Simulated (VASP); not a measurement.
# TiCo (Fm-3m) in VASP: further runs

Runs on TiCo. Level: PBE. Tasks: single point, relaxation of cell and atoms.

Everything below comes from runs of VASP 6.6.1. Logs are shortened: lines on timing, memory, paths and dates and some standing lists are left out, and cuts for length are marked.

### Step 1. The cell of the first run

The structure is cubic, space group Fm-3m (No. 225). The conventional cell has a = 4.669 Å, b = 4.669 Å, c = 4.669 Å, α = 90.00°, β = 90.00°, γ = 90.00°. Ti (site symmetry m-3m) has 6 Co at 2.33 Å within 3.1 Å. Co (site symmetry m-3m) has 6 Ti at 2.33 Å within 3.1 Å.

The cell was built from a structure type or drawn by symmetry, and may not be a known phase.

### Step 2. Single point, PBE, collinear spin, ferromagnetic start

INCAR reads:

```
PREC = Accurate
ENCUT = 520
EDIFF = 1E-6
ISMEAR = 0
SIGMA = 0.1
LREAL = False
LASPH = True
NELM = 150
ALGO = Normal
ISIF = 2
LWAVE = False
LCHARG = False
ISPIN = 2
MAGMOM = 0 3
LORBIT = 11
LMAXMIX = 4
GGA = PE
NBANDS = 22
```

KPOINTS reads:

```
regular mesh
0
Gamma
  6 6 6
```

POSCAR reads:

```
TiCo
1.0
    0.0000000000      2.3344845800      2.3344845800
    2.3344845800      0.0000000000      2.3344845800
    2.3344845800      2.3344845800      0.0000000000
Ti Co
1 1
Direct
    0.5000000000      0.5000000000      0.5000000000
    0.0000000000      0.0000000000      0.0000000000
```

Potentials or basis: VASP PAW PBE potentials, release 64 (Ti_sv, Co).

Launch:

```console
cat potpaw_PBE.64/Ti_sv/POTCAR potpaw_PBE.64/Co/POTCAR > POTCAR
mpirun -np 1 vasp_std > vasp.out
```

OUTCAR:

```text
PREC = Accurate
   ENCUT = 520
   EDIFF = 1E-6
   ISMEAR = 0
   LREAL = False
   LASPH = True
   NELM = 150
   ISIF = 2
   ISPIN = 2
   LORBIT = 11
   GGA = PE

 ion  position               nearest neighbor table
   1  0.500  0.500  0.500-   2 2.33   2 2.33   2 2.33   2 2.33   2 2.33   2 2.33
   2  0.000  0.000  0.000-   1 2.33   1 2.33   1 2.33   1 2.33   1 2.33   1 2.33

  LATTYP: Found a face centered cubic cell.
 ALAT       =     4.6689691600

  Lattice vectors:

 A1 = (   0.0000000000,   2.3344845800,   2.3344845800)
 A2 = (   2.3344845800,   0.0000000000,   2.3344845800)
 A3 = (   2.3344845800,   2.3344845800,   0.0000000000)

Analysis of symmetry for initial positions (statically):
=====================================================================
 Subroutine PRICEL returns:
 Original cell was already a primitive cell.

 Routine SETGRP: Setting up the symmetry group for a
 face centered cubic supercell.

 Subroutine GETGRP returns: Found 48 space group operations
 (whereof 48 operations were pure point group operations)
 out of a pool of 48 trial point group operations.

The static configuration has the point symmetry O_h .

Analysis of symmetry for dynamics (positions and initial velocities):
=====================================================================
 Subroutine PRICEL returns:
 Original cell was already a primitive cell.

 Routine SETGRP: Setting up the symmetry group for a
 face centered cubic supercell.

 Subroutine GETGRP returns: Found 48 space group operations
 (whereof 48 operations were pure point group operations)
 out of a pool of 48 trial point group operations.

The dynamic configuration has the point symmetry O_h .

Analysis of structural, dynamic, and magnetic symmetry:
=====================================================================
 Subroutine PRICEL returns:
 Original cell was already a primitive cell.

 Routine SETGRP: Setting up the symmetry group for a
 face centered cubic supercell.

 Subroutine GETGRP returns: Found 48 space group operations
 (whereof 48 operations were pure point group operations)
 out of a pool of 48 trial point group operations.

The overall configuration has the point symmetry O_h .

 Subroutine INISYM returns: Found 48 space group operations
 (whereof 48 operations are pure point group operations),
 and found     1 'primitive' translations

[... 107 lines left out ...]
  Fermi-wavevector in a.u.,A,eV,Ry     =   1.535608  2.901878 32.083772  2.358091
  Thomas-Fermi vector in A             =   2.642372
   LORBIT       =     11    0 simple, 1 ext, 2 COOP (PROOUT), +10 PAW based schemes
   GGA     = PE    functional components
   LHFCALC =     F    Hartree Fock is set to
   AEXX    =    0.0000 exact exchange contribution
   IVDW    =     0    specifies the selected vdW correction
   LEPSILON=     F    determine dielectric tensor
   LRPA    =     F    only Hartree local field effects (RPA)
 spin polarized calculation
 Gauss-broadening in eV      SIGMA  =   0.10
  energy-cutoff  :      520.00
  volume of cell :       25.45
 maximum number of plane-waves:       701
 NGX is ok and might be reduce to    28
   NGX = 13   NGY = 13   NGZ = 13

 number of electron      20.9999997 magnetization      -0.0001661

 number of electron      20.9999997 magnetization       0.0003036

 Free energy of the ion-electron system (eV)
  ---------------------------------------------------
  ext. energy  EPLUGINS =         0.00000000
  ---------------------------------------------------
  free energy    TOTEN  =       -14.55800907 eV

  energy without entropy =      -14.54336040  energy(sigma->0) =      -14.55068473

 E-fermi :  10.2061     XC(G=0): -12.7101

 val. band max:       10.1837049200   @ k =   0.5000   0.0000   0.0000
 cond. band min:      10.2387820614   @ k =  -0.3333   0.3333   0.1667
 fundamental gap:      0.0550771414
 Fermi energy:        10.2061362226

 spin component 1

 k-point     1 :       0.0000    0.0000    0.0000
  band No.  band energies     occupation
      1     -46.4234      1.00000
      2     -22.6090      1.00000
      3     -22.6090      1.00000
      4     -22.6090      1.00000
      5       2.8363      1.00000
      6       7.0025      1.00000
[... 389 lines left out ...]
     21      29.3693      0.00000
     22      33.6692      0.00000
 Fermi energy:        10.2061362226

 spin component 2

 k-point     1 :       0.0000    0.0000    0.0000
  band No.  band energies     occupation
      1     -46.4235      1.00000
      2     -22.6090      1.00000
      3     -22.6090      1.00000
      4     -22.6090      1.00000
      5       2.8364      1.00000
      6       7.0025      1.00000
[... 389 lines left out ...]
     21      29.3693      0.00000
     22      33.6693      0.00000

------------------------ aborting loop because EDIFF is reached ----------------------------------------

  FORCE on cell =-STRESS in cart. coord.  units (eV):
  Direction    XX          YY          ZZ          XY          YZ          ZX
  --------------------------------------------------------------------------------------
  -------------------------------------------------------------------------------------
  Total        3.2777394      3.2777394      3.2777394     -0.0000000     -0.0000000     -0.0000000
  in kB      206.3868325    206.3868325    206.3868325     -0.0000000     -0.0000000     -0.0000000
  external PRESSURE =     206.3868325 kB  Pullay stress =       0.0000000 kB

 VOLUME and BASIS-vectors are now :
 -----------------------------------------------------------------------------
  energy-cutoff  :      520.00
  volume of cell :       25.45
      direct lattice vectors                 reciprocal lattice vectors
     0.000000000  2.334484580  2.334484580    -0.214180040  0.214180040  0.214180040
     2.334484580  0.000000000  2.334484580     0.214180040 -0.214180040  0.214180040
     2.334484580  2.334484580  0.000000000     0.214180040  0.214180040 -0.214180040

 POSITION                                       TOTAL-FORCE (eV/Angst)
 -----------------------------------------------------------------------------------
      2.33448      2.33448      2.33448        -0.000000     -0.000000      0.000000
      0.00000      0.00000      0.00000         0.000000      0.000000     -0.000000
 -----------------------------------------------------------------------------------
    total drift:                                0.000000      0.000000      0.000000

  FREE ENERGIE OF THE ION-ELECTRON SYSTEM (eV)
  ---------------------------------------------------
  free  energy   TOTEN  =       -14.5580090691 eV

  energy  without entropy=      -14.5433603988  energy(sigma->0) =      -14.55068473

 total charge

# of ion       s       p       d       tot
------------------------------------------
    1        2.270   6.176   2.056  10.502
    2        0.635   0.390   7.569   8.594
--------------------------------------------------
tot          2.904   6.566   9.626  19.096

 magnetization (x)

# of ion       s       p       d       tot
------------------------------------------
    1       -0.000   0.000   0.000   0.000
    2        0.000   0.000   0.000   0.000
--------------------------------------------------
tot          0.000   0.000   0.000   0.000
```

stdout:

```text
POSCAR found type information on POSCAR TiCo
 POSCAR found :  2 types and       2 ions
 scaLAPACK will be used
 LDA part: xc-table for (Slater+PW92), standard interpolation
 POSCAR, INCAR and KPOINTS ok, starting setup
 FFT: planning ... GRIDC
 FFT: planning ... GRID_SOFT
 FFT: planning ... GRID
 WAVECAR not read
 entering main loop
```

Run time: 26 s. Hardware: 1 thread of AMD EPYC 9R45 (Zen 5), shared host; peak memory 0.14 GiB.

What came out:

- Free energy: -14.5580 eV
- Pressure: 20.6 GPa
- Net moment: 0.00 μB per cell
- Valence electrons inside the program's atomic spheres: Ti 10.50; Co 8.59

Caveat: the k points lie up to 0.39 Å⁻¹ apart.

### Step 3. Single point, PBE, collinear spin, ferromagnetic start

This run uses another cell than the first one, of 14.25 Å³/atom.

INCAR reads:

```
ALGO     = Normal         # electronic algorithm
EDIFF    = 1E-6           # SCF threshold, eV
ENCUT    = 520            # plane-wave cutoff, eV
GGA      = PE             # functional
ISIF     = 2              # what is computed and relaxed
ISMEAR   = 0              # smearing method
ISPIN    = 2              # spin polarisation
LASPH    = T              # aspherical terms in the spheres
LCHARG   = F              # write CHGCAR
LMAXMIX  = 4              # l up to which the mixer works
LORBIT   = 11             # projections on sites
LREAL    = F              # projectors in reciprocal space
LWAVE    = F              # write WAVECAR
MAGMOM   = 0 3            # initial moments
NBANDS   = 22             # bands
NELM     = 150            # most SCF steps
PREC     = Accurate       # precision mode
SIGMA    = 0.1            # smearing width, eV
```

KPOINTS reads:

```
k-points
0
Gamma
  6 6 6
```

POSCAR reads:

```
TiCo
1.0
    0.0000000000      2.4244142796      2.4244142796
    2.4244142796      0.0000000000      2.4244142796
    2.4244142796      2.4244142796      0.0000000000
Ti Co
1 1
Direct
    0.5000000000      0.5000000000      0.5000000000
    0.0000000000      0.0000000000      0.0000000000
```

Potentials or basis: VASP PAW PBE potentials, release 64 (Ti_sv, Co).

Launch:

```console
cat potpaw_PBE.64/Ti_sv/POTCAR potpaw_PBE.64/Co/POTCAR > POTCAR
mpirun -np 1 vasp_std > vasp.out
```

It took 24 s on 1 thread of AMD EPYC 9R45 (Zen 5), shared host; peak memory 0.14 GiB.

The run converged. Its results:

```yaml
Free_energy: -14.7382 eV
Pressure: 0.0 GPa
Net_moment: 0.00 μB per cell
Valence_electrons_inside_the_program's_atomic_spheres: Ti 10.32; Co 8.41
```

Levels at points of the mesh, in eV from the Fermi level:
Spin up:
| k point | band 8 | band 9 | band 10 | band 11 | band 12 | band 13 |
| --- | --- | --- | --- | --- | --- | --- |
| (0.00, 0.00, 0.00) | -2.51 | -2.51 | -2.51 | 2.37 | 2.37 | 2.37 |
| (0.50, 0.00, 0.00) | -1.44 | -0.84 | -0.84 | 0.03 | 0.03 | 0.41 |
| (0.50, 0.50, 0.00) | -1.70 | -0.70 | -0.70 | -0.48 | 2.16 | 2.43 |
Spin down:
| k point | band 7 | band 8 | band 9 | band 10 | band 11 | band 12 | band 13 | band 14 |
| --- | --- | --- | --- | --- | --- | --- | --- | --- |
| (0.00, 0.00, 0.00) | -2.72 | -2.51 | -2.51 | -2.51 | 2.37 | 2.37 | 2.37 | 3.59 |
| (0.50, 0.00, 0.00) | -1.44 | -1.44 | -0.84 | -0.84 | 0.03 | 0.03 | 0.41 | 2.06 |
| (0.50, 0.50, 0.00) | -2.17 | -1.70 | -0.70 | -0.70 | -0.48 | 2.16 | 2.43 | 2.43 |

Caveat: the k points lie up to 0.37 Å⁻¹ apart.

### Step 4. Relaxation of cell and atoms, PBE, collinear spin, ferromagnetic start

INCAR reads:

```
SYSTEM = TiCo
PREC = Accurate
ENCUT = 600
EDIFF = 1E-6
ISMEAR = 0
SIGMA = 0.1
LREAL = .False.
LASPH = .True.
NELM = 150
ALGO = Normal
ISIF = 3
LWAVE = .False.
LCHARG = .False.
ISPIN = 2
MAGMOM = 0 3
LORBIT = 11
LMAXMIX = 4
GGA = PE
IBRION = 2
NSW = 90
EDIFFG = -0.04
```

KPOINTS reads:

```
Automatic mesh
0
Gamma
  6 6 6
  0 0 0
```

POSCAR reads:

```
TiCo
1.0
    0.0000000000      2.3344845800      2.3344845800
    2.3344845800      0.0000000000      2.3344845800
    2.3344845800      2.3344845800      0.0000000000
Ti Co
1 1
Direct
    0.5000000000      0.5000000000      0.5000000000
    0.0000000000      0.0000000000      0.0000000000
```

Launch:

```console
cat potpaw_PBE.64/Ti_sv/POTCAR potpaw_PBE.64/Co/POTCAR > POTCAR
mpirun -np 1 vasp_std > vasp.out
```

It took 56 s on 1 thread of AMD EPYC 9R45 (Zen 5), shared host; peak memory 0.15 GiB.

The run converged. Its results:

```yaml
Free_energy: -14.7364 eV
Relaxed_volume: 14.28 Å³/atom
Relaxed_cell: a = 3.431 Å, b = 3.431 Å, c = 3.431 Å, α = 60.00°, β = 60.00°, γ = 60.00°
Space_group_after_relaxing_to_0.1_Å: Fm-3m (No. 225)
Energy_gained_by_relaxing: 89.4 meV/atom
Ionic_steps: 3
Pressure_after_relaxing: -0.2 GPa
Net_moment: 0.00 μB per cell
Valence_electrons_inside_the_program's_atomic_spheres: Ti 10.32; Co 8.41
```

The path:
```
step  energy change (eV)  largest force (eV/Å)  pressure (GPa)  volume (Å³)
   1              0.0000                0.0000           20.62        25.45
   2             -0.0260                0.0000          -12.76        31.96
   3             -0.1789                0.0000           -0.19        28.56
```

Final structure:
```
CELL_PARAMETERS angstrom
0.00000 2.42611 2.42611
2.42611 0.00000 2.42611
2.42611 2.42611 0.00000
ATOMIC_POSITIONS crystal
Ti 0.50000 0.50000 0.50000
Co 0.00000 0.00000 0.00000
```

Levels at points of the mesh, in eV from the Fermi level:
Spin up:
```
           k point  band 6  band 7  band 8  band 9  band 10  band 11  band 12  band 13  band 14  band 15
(0.00, 0.00, 0.00)   -2.72   -2.72   -2.50   -2.50    -2.50     2.37     2.37     2.37     3.58     3.58
(0.50, 0.00, 0.00)   -2.99   -1.44   -1.44   -0.83    -0.83     0.03     0.03     0.41     2.06     2.06
(0.50, 0.50, 0.00)   -3.01   -2.16   -1.70   -0.69    -0.69    -0.48     2.16     2.42     2.42     3.66
```
Spin down:
```tsv
k point	band 8	band 9	band 10	band 11	band 12	band 13
(0.00, 0.00, 0.00)	-2.50	-2.50	-2.50	2.37	2.37	2.37
(0.50, 0.00, 0.00)	-1.44	-0.83	-0.83	0.03	0.03	0.41
(0.50, 0.50, 0.00)	-1.70	-0.69	-0.69	-0.48	2.16	2.42
```

Caveat: the k points lie up to 0.37 Å⁻¹ apart in the final cell.

### Step 5. Single point, PBE

This run uses another cell than the first one, of 14.28 Å³/atom.

INCAR reads:

```
PREC     = Accurate       # precision mode
ENCUT    = 520            # plane-wave cutoff, eV
EDIFF    = 1E-7           # SCF threshold, eV
ISMEAR   = 0              # smearing method
SIGMA    = 0.1            # smearing width, eV
LREAL    = False          # projectors in reciprocal space
LASPH    = True           # aspherical terms in the spheres
NELM     = 80             # most SCF steps
ALGO     = Normal         # electronic algorithm
ISIF     = 2              # what is computed and relaxed
LWAVE    = False          # write WAVECAR
LCHARG   = False          # write CHGCAR
GGA      = PE             # functional
NBANDS   = 18             # bands
```

KPOINTS reads:

```
Automatic mesh
0
Gamma
  20 20 20
```

POSCAR reads:

```
TiCo
1.0
    0.0000000000      2.4260812470      2.4260812470
    2.4260812470      0.0000000000      2.4260812470
    2.4260812470      2.4260812470      0.0000000000
Ti Co
1 1
Direct
    0.5000000000      0.5000000000      0.5000000000
    0.0000000000      0.0000000000      0.0000000000
```

Launch:

```console
cat potpaw_PBE.64/Ti_sv/POTCAR potpaw_PBE.64/Co/POTCAR > POTCAR
mpirun -np 1 vasp_std > vasp.out
```

Wall time 2.4 min (1 thread of AMD EPYC 9R45 (Zen 5), shared host); peak memory 0.23 GiB.

Results (log left out):

```
Free energy            : -14.7437 eV
Pressure               : -0.3 GPa
Band gap on the k mesh : zero (an odd number of electrons rules out a gap without spin polarisation)
```

Levels at points of the mesh, in eV from the Fermi level:
```tsv
k point	band 6	band 7	band 8	band 9	band 10	band 11	band 12	band 13	band 14	band 15
(0.00, 0.00, 0.00)	-2.74	-2.74	-2.53	-2.53	-2.53	2.34	2.34	2.34	3.55	3.55
(0.50, 0.00, 0.00)	-3.03	-1.46	-1.46	-0.86	-0.86	0.00	0.00	0.38	2.03	2.03
(0.50, 0.50, 0.00)	-3.04	-2.19	-1.73	-0.72	-0.72	-0.51	2.13	2.39	2.39	3.64
```

Caveat: the run has no spin polarisation, though such a crystal can be magnetic.

### Step 6. Relaxation of cell and atoms, PBE

This run uses another cell than the first one, of 14.25 Å³/atom.

INCAR reads:

```
ALGO = Fast
EDIFF = 1E-6
EDIFFG = -0.01
ENCUT = 600
GGA = PE
IBRION = 2
ISIF = 3
ISMEAR = 0
LASPH = T
LCHARG = F
LREAL = F
LWAVE = F
NELM = 60
NSW = 100
PREC = Accurate
SIGMA = 0.1
```

KPOINTS reads:

```
k-points
0
Gamma
  20 20 20
```

POSCAR reads:

```
TiCo
1.0
    0.0000000000      2.4244142796      2.4244142796
    2.4244142796      0.0000000000      2.4244142796
    2.4244142796      2.4244142796      0.0000000000
Ti Co
1 1
Direct
    0.5000000000      0.5000000000      0.5000000000
    0.0000000000      0.0000000000      0.0000000000
```

Potentials or basis: VASP PAW PBE potentials, release 64 (Ti_sv, Co).

Launch:

```console
cat potpaw_PBE.64/Ti_sv/POTCAR potpaw_PBE.64/Co/POTCAR > POTCAR
mpirun -np 1 vasp_std > vasp.out
```

Wall time 3.4 min (1 thread of AMD EPYC 9R45 (Zen 5), shared host); peak memory 0.24 GiB.

The run converged. Its results:

```
Free energy             : -14.7433 eV
Pressure after relaxing : 0.0 GPa
Band gap on the k mesh  : zero (an odd number of electrons rules out a gap without spin polarisation)
```

Final structure:
```cif
data_structure
_symmetry_space_group_name_H-M 'P 1'
_symmetry_Int_Tables_number 1
_cell_length_a 3.4286
_cell_length_b 3.4286
_cell_length_c 3.4286
_cell_angle_alpha 60.000
_cell_angle_beta 60.000
_cell_angle_gamma 60.000
_cell_volume 28.50
loop_
_atom_site_label
_atom_site_type_symbol
_atom_site_fract_x
_atom_site_fract_y
_atom_site_fract_z
_atom_site_occupancy
Ti1 Ti 0.50000 0.50000 0.50000 1
Co1 Co 0.00000 0.00000 0.00000 1
```

Levels at points of the mesh, in eV from the Fermi level:
```tsv
k point	band 7	band 8	band 9	band 10	band 11	band 12	band 13	band 14
(0.00, 0.00, 0.00)	-2.75	-2.53	-2.53	-2.53	2.35	2.35	2.35	3.56
(0.50, 0.00, 0.00)	-1.47	-1.47	-0.86	-0.86	0.00	0.00	0.38	2.04
(0.50, 0.50, 0.00)	-2.19	-1.73	-0.72	-0.72	-0.51	2.14	2.40	2.40
```

Caveat: the relaxation stopped at its first step, so nothing moved; the run has no spin polarisation, though such a crystal can be magnetic.
